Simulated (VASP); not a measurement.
**YZn: relaxation of the atoms with LDA**

Crystal: YZn.

```
Y Zn
1.0
     0.00000    2.96299    2.96299
     2.96299    0.00000    2.96299
     2.96299    2.96299    0.00000
Y Zn
1 1
Direct
  0.00000 0.00000 0.00000
  0.50000 0.50000 0.50000
```

```
Program                : VASP 6.6.1
Task                   : relaxation of the atoms
Functional             : LDA
Potentials or basis    : VASP PAW LDA potentials, release 64 (Y_sv, Zn)
Cutoff                 : 520 eV
k mesh                 : 11 × 11 × 11
Occupations            : fermi-dirac, width 0.05 eV
Spin                   : no spin polarisation
Dipole correction      : no
Further INCAR settings : ALGO = Normal; EDIFF = 1e-07; IBRION = 2; EDIFFG = -0.01; NSW = 50
```

```
Pressure after relaxing : -4.4 GPa
Band gap on the k mesh  : zero (an odd number of electrons rules out a gap without spin polarisation)
```

Final structure:
```
CELL_PARAMETERS angstrom
0.00000 2.96299 2.96299
2.96299 0.00000 2.96299
2.96299 2.96299 0.00000
ATOMIC_POSITIONS crystal
Y 0.00000 0.00000 0.00000
Zn 0.50000 0.50000 0.50000
```

Levels at points of the mesh, in eV from the Fermi level:
| k point | band 7 | band 8 | band 9 | band 10 | band 11 | band 12 | band 13 | band 14 | band 15 |
| --- | --- | --- | --- | --- | --- | --- | --- | --- | --- |
| (0.00, 0.00, 0.00) | -7.23 | -7.23 | -7.23 | -6.46 | 1.60 | 1.60 | 1.60 | 2.59 | 2.59 |

It took 43 s on 1 thread of Intel Xeon 8259CL (shared host), peak memory 0.2 GiB.

Caveat: the relaxation stopped at its first step, so nothing moved.
